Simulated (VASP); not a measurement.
# MgZn5O6 (P-4m2) in VASP: relaxation of cell and atoms with PBE

Aim: the relaxation of cell and atoms of MgZn5O6 with PBE.

Program: VASP 6.6.1. These are calculated values, not measurements. Logs are shortened: lines on timing, memory, paths and dates and some standing lists are left out, and cuts for length are marked.

## (1) The cell of the first run

Symmetry: P-4m2, No. 115, tetragonal system. Conventional cell: a = 3.243 Å, b = 3.243 Å, c = 13.758 Å, α = 90.00°, β = 90.00°, γ = 90.00°. Within 2.6 Å of Mg (site symmetry -4m2) lie 4 O at 1.99 Å. Within 2.6 Å of Zn (site symmetry 2mm) lie 4 O at 1.99 Å. Within 2.6 Å of Zn (site symmetry -4m2) lie 4 O at 1.99 Å. Within 2.6 Å of Zn (site symmetry 2mm) lie 4 O at 1.99 Å. O (site symmetry 2mm) has 4 Zn at 1.99 Å within 2.6 Å. O (site symmetry 2mm) has 4 Zn at 1.99 Å within 2.6 Å. O (site symmetry 2mm) has 2 Mg at 1.99 Å and 2 Zn at 1.99 Å within 2.6 Å.

## (2) Relaxation of cell and atoms, PBE

INCAR

```
  PREC = Accurate
  ENCUT = 600
  EDIFF = 1E-7
  ISMEAR = 0
  SIGMA = 0.02
  LREAL = False
  LASPH = True
  NELM = 80
  ALGO = Normal
  ISIF = 3
  LWAVE = False
  LCHARG = False
  GGA = PE
  IBRION = 2
  NSW = 100
  EDIFFG = -0.01
```

KPOINTS

```
Automatic mesh
0
Gamma
  8 8 2
```

POSCAR

```
MgZn5O6
1.0
    3.2427424400      0.0000000000      0.0000000000
    0.0000000000      3.2427424400      0.0000000000
    0.0000000000      0.0000000000     13.7577910100
Mg Zn O
1 5 6
Direct
    0.0000000000      0.0000000000      0.5000000000
    0.0000000000      0.0000000000      0.8333333300
    0.5000000000      0.5000000000      0.0000000000
    0.0000000000      0.0000000000      0.1666666700
    0.5000000000      0.5000000000      0.3333333300
    0.5000000000      0.5000000000      0.6666666700
    0.5000000000      0.0000000000      0.0833333300
    0.0000000000      0.5000000000      0.2500000000
    0.5000000000      0.0000000000      0.4166666700
    0.0000000000      0.5000000000      0.5833333300
    0.5000000000      0.0000000000      0.7500000000
    0.0000000000      0.5000000000      0.9166666700
```

Potentials or basis: VASP PAW PBE potentials, release 64 (Mg, Zn, O).

On the command line:

```
$ cat potpaw_PBE.64/Mg/POTCAR potpaw_PBE.64/Zn/POTCAR potpaw_PBE.64/O/POTCAR > POTCAR
$ mpirun -np 1 vasp_std > vasp.out
```

OUTCAR:

```text
PREC = Accurate
   ENCUT = 600
   EDIFF = 1E-7
   ISMEAR = 0
   LREAL = False
   LASPH = True
   NELM = 80
   ISIF = 3
   GGA = PE
   IBRION = 2
   NSW = 100
   EDIFFG = -0.01

 ion  position               nearest neighbor table
   1  0.000  0.000  0.500-   9 1.99  10 1.99  10 1.99   9 1.99   5 3.24   6 3.24   5 3.24   5 3.24
                             6 3.24   6 3.24   5 3.24   6 3.24
   2  0.000  0.000  0.833-  11 1.99  11 1.99  12 1.99  12 1.99
   3  0.500  0.500  0.000-   7 1.99  12 1.99   7 1.99  12 1.99
   4  0.000  0.000  0.167-   8 1.99   8 1.99   7 1.99   7 1.99
   5  0.500  0.500  0.333-   8 1.99   8 1.99   9 1.99   9 1.99   1 3.24   1 3.24   1 3.24   1 3.24

   6  0.500  0.500  0.667-  11 1.99  11 1.99  10 1.99  10 1.99   1 3.24   1 3.24   1 3.24   1 3.24

   7  0.500  0.000  0.083-   3 1.99   3 1.99   4 1.99   4 1.99
   8  0.000  0.500  0.250-   4 1.99   5 1.99   4 1.99   5 1.99
   9  0.500  0.000  0.417-   1 1.99   1 1.99   5 1.99   5 1.99
  10  0.000  0.500  0.583-   1 1.99   1 1.99   6 1.99   6 1.99
  11  0.500  0.000  0.750-   2 1.99   6 1.99   6 1.99   2 1.99
  12  0.000  0.500  0.917-   3 1.99   3 1.99   2 1.99   2 1.99

  LATTYP: Found a simple tetragonal cell.
 ALAT       =     3.2427424400
 C/A-ratio  =     4.2426406859

  Lattice vectors:

 A1 = (   3.2427424400,   0.0000000000,   0.0000000000)
 A2 = (   0.0000000000,   3.2427424400,   0.0000000000)
 A3 = (   0.0000000000,   0.0000000000,  13.7577910100)

Analysis of symmetry for initial positions (statically):
=====================================================================
 Subroutine PRICEL returns:
 Original cell was already a primitive cell.

 Routine SETGRP: Setting up the symmetry group for a
 simple tetragonal supercell.

 Subroutine GETGRP returns: Found  8 space group operations
 (whereof  8 operations were pure point group operations)
 out of a pool of 16 trial point group operations.

The static configuration has the point symmetry D_2d.

Analysis of symmetry for dynamics (positions and initial velocities):
=====================================================================
 Subroutine PRICEL returns:
 Original cell was already a primitive cell.

 Routine SETGRP: Setting up the symmetry group for a
 simple tetragonal supercell.

 Subroutine GETGRP returns: Found  8 space group operations
 (whereof  8 operations were pure point group operations)
 out of a pool of 16 trial point group operations.

The dynamic configuration has the point symmetry D_2d.

 Subroutine INISYM returns: Found  8 space group operations
 (whereof  8 operations are pure point group operations),
 and found     1 'primitive' translations

----------------------------------------------------------------------------------------

                                     Primitive cell

  volume of cell :     144.6684

  direct lattice vectors                    reciprocal lattice vectors
     3.242742440  0.000000000  0.000000000     0.308380952  0.000000000  0.000000000
     0.000000000  3.242742440  0.000000000     0.000000000  0.308380952  0.000000000
     0.000000000  0.000000000 13.757791010     0.000000000  0.000000000  0.072686087

  length of vectors
     3.242742440  3.242742440 13.757791010     0.308380952  0.308380952  0.072686087

  position of ions in fractional coordinates (direct lattice)
     0.000000000  0.000000000  0.500000000
     0.000000000  0.000000000  0.833333330
     0.500000000  0.500000000  0.000000000
     0.000000000  0.000000000  0.166666670
     0.500000000  0.500000000  0.333333330
     0.500000000  0.500000000  0.666666670
     0.500000000  0.000000000  0.083333330
     0.000000000  0.500000000  0.250000000
     0.500000000  0.000000000  0.416666670
     0.000000000  0.500000000  0.583333330
     0.500000000  0.000000000  0.750000000
     0.000000000  0.500000000  0.916666670

  ion indices of the primitive-cell ions
   primitive index   ion index
                 1           1
                 2           2
                 3           3
                 4           4
[... 23 lines left out ...]

  Length of vectors
     0.038547619  0.038547619  0.036343044

  Shift w.r.t. Gamma in fractional coordinates (k-lattice)
     0.000000000  0.000000000  0.000000000

 Subroutine IBZKPT returns following result:
 ===========================================

 Found     30 irreducible k-points:

 Following reciprocal coordinates:
            Coordinates               Weight
  0.000000  0.000000  0.000000      1.000000
  0.125000  0.000000  0.000000      4.000000
  0.250000  0.000000  0.000000      4.000000
  0.375000  0.000000  0.000000      4.000000
  0.500000  0.000000  0.000000      2.000000
  0.125000  0.125000  0.000000      4.000000
[... 16 lines left out ...]
  0.375000  0.125000  0.500000      8.000000
  0.500000  0.125000  0.500000      4.000000
 [... further k-points ...]
   k-points           NKPTS =     30   k-points in BZ     NKDIM =     30   number of bands    NBANDS=     58
   number of dos      NEDOS =    301   number of ions     NIONS =     12
   total plane-waves  NPLWV =  87808
   dimension x,y,z NGX =    28 NGY =   28 NGZ =  112
   dimension x,y,z NGXF=    56 NGYF=   56 NGZF=  224
   ions per type =               1   5   6
   NGX,Y,Z   is equivalent  to a cutoff of  14.35, 14.35, 13.53 a.u.
   NGXF,Y,Z  is equivalent  to a cutoff of  28.71, 28.71, 27.07 a.u.
 SYSTEM =  unknown system
   PREC   = accura    normal or accurate (medium, high low for compatibility)
   ISTART =      0    job   : 0-new  1-cont  2-samecut
   ICHARG =      2    charge: 1-file 2-atom 10-const
   ISPIN  =      1    spin polarized calculation?
   LNONCOLLINEAR =      F non collinear calculations
   LSORBIT =      F    spin-orbit coupling
   LASPH  =      T    aspherical Exc in radial PAW
   ENCUT  =  600.0 eV  44.10 Ry    6.64 a.u.   6.48  6.48 27.48*2*pi/ulx,y,z
   NELM   =     80;   NELMIN=  2; NELMDL= -5     # of ELM steps
   EDIFF  = 0.1E-06   stopping-criterion for ELM
   LREAL  =      F    real-space projection
   EDIFFG = -.1E-01   stopping-criterion for IOM
   NSW    =    100    number of steps for IOM
   IBRION =      2    ionic relax: 0-MD 1-quasi-New 2-CG
   NFREE  =      1    steps in history (QN), initial steepest desc. (CG)
   ISIF   =      3    stress and relaxation
   ISYM   =      2    0-nonsym 1-usesym 2-fastsym
   POTIM  = 0.5000    time-step for ionic-motion
   TEBEG  =    0.0;   TEEND  =   0.0 temperature during run
   PSTRESS=    0.0 pullay stress
   NELECT =      98.0000    total number of electrons
   NUPDOWN=      -1.0000    fix difference up-down
   EMIN   =  10.00;   EMAX   =-10.00  energy-range for DOS
   EFERMI =   0.00;   METHOD = LEGACY
   ISMEAR =     0;   SIGMA  =   0.02  broadening in eV -4-tet -1-fermi 0-gaus
   EFERMI_NEDOS =   21; number of points for ismear=-14 and -15
   IALGO  =     38    algorithm
   IMIX   =      4    mixing-type and parameters
     AMIX     =   0.40;   BMIX     =  1.00
     AMIX_MAG =   1.60;   BMIX_MAG =  1.00
  volume/ion in A,a.u.               =      12.06        81.36
  Fermi-wavevector in a.u.,A,eV,Ry     =   1.437780  2.717009 28.126102  2.067210
  Thomas-Fermi vector in A             =   2.556819
   LORBIT       =      0    0 simple, 1 ext, 2 COOP (PROOUT), +10 PAW based schemes
   GGA     = PE    functional components
   LHFCALC =     F    Hartree Fock is set to
   AEXX    =    0.0000 exact exchange contribution
   IVDW    =     0    specifies the selected vdW correction
   LEPSILON=     F    determine dielectric tensor
   LRPA    =     F    only Hartree local field effects (RPA)
 conjugate gradient relaxation of ions
 non-spin polarized calculation
 Gauss-broadening in eV      SIGMA  =   0.02
  energy-cutoff  :      600.00
  volume of cell :      144.67
 maximum number of plane-waves:      4854
 NGX is ok and might be reduce to    28
   NGX = 13   NGY = 13   NGZ = 55

--------------------------------------- Ionic step        1  -------------------------------------------

 number of electron      98.0000034 magnetization

 Free energy of the ion-electron system (eV)
  ---------------------------------------------------
  ext. energy  EPLUGINS =         0.00000000
  ---------------------------------------------------
  free energy    TOTEN  =       -56.30148090 eV

  energy without entropy =      -56.30148090  energy(sigma->0) =      -56.30148090

------------------------ aborting loop because EDIFF is reached ----------------------------------------

  FORCE on cell =-STRESS in cart. coord.  units (eV):
  Direction    XX          YY          ZZ          XY          YZ          ZX
  --------------------------------------------------------------------------------------
  -------------------------------------------------------------------------------------
  Total        2.9634256      2.9634256      2.6604561      0.0000000     -0.0000000      0.0000000
  in kB       32.8194267     32.8194267     29.4640917      0.0000000     -0.0000000      0.0000000
  external PRESSURE =      31.7009817 kB  Pullay stress =       0.0000000 kB
[... 119 lines left out ...]
  FREE ENERGIE OF THE ION-ELECTRON SYSTEM (eV)
  ---------------------------------------------------
  free  energy   TOTEN  =       -56.3411667730 eV

  energy  without entropy=      -56.3411667730  energy(sigma->0) =      -56.34116677

[... ionic steps 4 to 10 ...]

--------------------------------------- Ionic step       11  -------------------------------------------

 number of electron      98.0000074 magnetization

------------------------ aborting loop because EDIFF is reached ----------------------------------------
[... 87 lines left out ...]
--------------------------------------- Ionic step       13  -------------------------------------------

 number of electron      98.0000073 magnetization

 Free energy of the ion-electron system (eV)
  ---------------------------------------------------
  ext. energy  EPLUGINS =         0.00000000
  ---------------------------------------------------
  free energy    TOTEN  =       -56.34548089 eV

  energy without entropy =      -56.34548089  energy(sigma->0) =      -56.34548089

 E-fermi :   1.0711     XC(G=0): -10.5338

 val. band max:        0.9407054911   @ k =   0.0000   0.0000   0.0000
 cond. band min:       1.8837343176   @ k =   0.0000   0.0000   0.0000
 fundamental gap:      0.9430288266
 Fermi energy:         1.0711445838

 k-point     1 :       0.0000    0.0000    0.0000
  band No.  band energies     occupation
      1     -16.6827      2.00000
      2     -16.4966      2.00000
      3     -16.3629      2.00000
      4     -16.0247      2.00000
      5     -16.0125      2.00000
      6     -15.7083      2.00000
[... 1453 lines left out ...]
     57       8.7961      0.00000
     58       9.5125      0.00000

 [... further k-points ...]

------------------------ aborting loop because EDIFF is reached ----------------------------------------

  FORCE on cell =-STRESS in cart. coord.  units (eV):
  Direction    XX          YY          ZZ          XY          YZ          ZX
  --------------------------------------------------------------------------------------
  -------------------------------------------------------------------------------------
  Total       -0.0113936     -0.0113936      0.0139112      0.0000000      0.0000000      0.0000000
  in kB       -0.1233063     -0.1233063      0.1505531      0.0000000      0.0000000      0.0000000
  external PRESSURE =      -0.0320198 kB  Pullay stress =       0.0000000 kB
[... 27 lines left out ...]
  FREE ENERGIE OF THE ION-ELECTRON SYSTEM (eV)
  ---------------------------------------------------
  free  energy   TOTEN  =       -56.3454808862 eV

  energy  without entropy=      -56.3454808862  energy(sigma->0) =      -56.34548089

 reached required accuracy - stopping structural energy minimisation
```

Run time: 86 min. Hardware: 1 thread of Oxide Virtual Turin-like, shared host; peak memory 0.42 GiB.

What came out:

```yaml
Free_energy: -56.3455 eV
Relaxed_volume: 12.34 Å³/atom
Relaxed_cell: a = 3.276 Å, b = 3.276 Å, c = 13.793 Å, α = 90.00°, β = 90.00°, γ = 90.00°
Space_group_after_relaxing_to_0.1_Å: P-4m2 (No. 115)
Energy_gained_by_relaxing: 3.7 meV/atom
Ionic_steps: 13
Pressure_after_relaxing: 0.0 GPa
Largest_force_after_relaxing: 0.010 eV/Å
Band_gap_on_the_k_mesh: 0.94 eV
```

Forces in eV/Å, atoms in the order of the input:
```
Mg   0.000  0.000  0.000
Zn   0.000  0.000 -0.008
Zn   0.000  0.000  0.000
Zn   0.000  0.000  0.008
Zn   0.000  0.000 -0.001
Zn   0.000  0.000  0.001
O    0.000  0.000 -0.010
O    0.000  0.000 -0.003
O    0.000  0.000  0.001
O    0.000  0.000 -0.001
O    0.000  0.000  0.003
O    0.000  0.000  0.010
```

The path:
| step | energy change (eV) | largest force (eV/Å) | pressure (GPa) | volume (Å³) |
| --- | --- | --- | --- | --- |
| 1 | 0.0000 | 0.3662 | 3.17 | 144.67 |
| 2 | -0.0339 | 0.1009 | -1.34 | 149.72 |
| 3 | -0.0397 | 0.1351 | -0.14 | 148.29 |
| 4 | -0.0416 | 0.0663 | -0.06 | 148.16 |
| 5 | -0.0423 | 0.0630 | 0.08 | 147.99 |
| 6 | -0.0423 | 0.0637 | 0.06 | 148.02 |
| 7 | -0.0430 | 0.0452 | 0.01 | 148.09 |
| 8 | -0.0433 | 0.0405 | -0.06 | 148.15 |
| 9 | -0.0437 | 0.0310 | 0.00 | 148.07 |
| 10 | -0.0437 | 0.0350 | 0.05 | 148.00 |
| 11 | -0.0440 | 0.0198 | 0.01 | 148.07 |
| 12 | -0.0440 | 0.0154 | -0.02 | 148.09 |
| 13 | -0.0440 | 0.0099 | 0.00 | 148.04 |

Final structure:
```
CELL_PARAMETERS angstrom
3.27616 0.00000 0.00000
0.00000 3.27616 0.00000
0.00000 0.00000 13.79284
ATOMIC_POSITIONS crystal
Mg 0.00000 0.00000 0.50000
Zn 0.00000 0.00000 0.83268
Zn 0.50000 0.50000 0.00000
Zn 0.00000 0.00000 0.16732
Zn 0.50000 0.50000 0.33479
Zn 0.50000 0.50000 0.66521
O 0.50000 0.00000 0.08371
O 0.00000 0.50000 0.25099
O 0.50000 0.00000 0.41897
O 0.00000 0.50000 0.58103
O 0.50000 0.00000 0.74901
O 0.00000 0.50000 0.91629
```

Levels at points of the mesh, in eV from the valence-band top:
```csv
k point,band 45,band 46,band 47,band 48,band 49,band 50,band 51,band 52,band 53,band 54
"(0.00, 0.00, 0.00)",-0.35,-0.35,-0.05,0.00,0.00,0.94,2.74,3.01,4.87,4.95
"(0.50, 0.00, 0.00)",-0.79,-0.68,-0.67,-0.67,-0.66,5.50,5.51,5.56,5.67,5.80
"(0.50, 0.50, 0.00)",-1.99,-1.98,-1.95,-1.94,-1.93,5.28,5.28,6.47,6.47,6.70
"(0.00, 0.00, 0.50)",-0.40,-0.28,-0.28,-0.02,-0.02,1.51,1.86,3.95,4.14,5.25
"(0.50, 0.00, 0.50)",-0.68,-0.68,-0.67,-0.67,-0.66,5.42,5.49,5.67,5.68,5.76
"(0.50, 0.50, 0.50)",-1.99,-1.98,-1.95,-1.94,-1.93,5.57,5.57,5.77,5.77,7.18
```
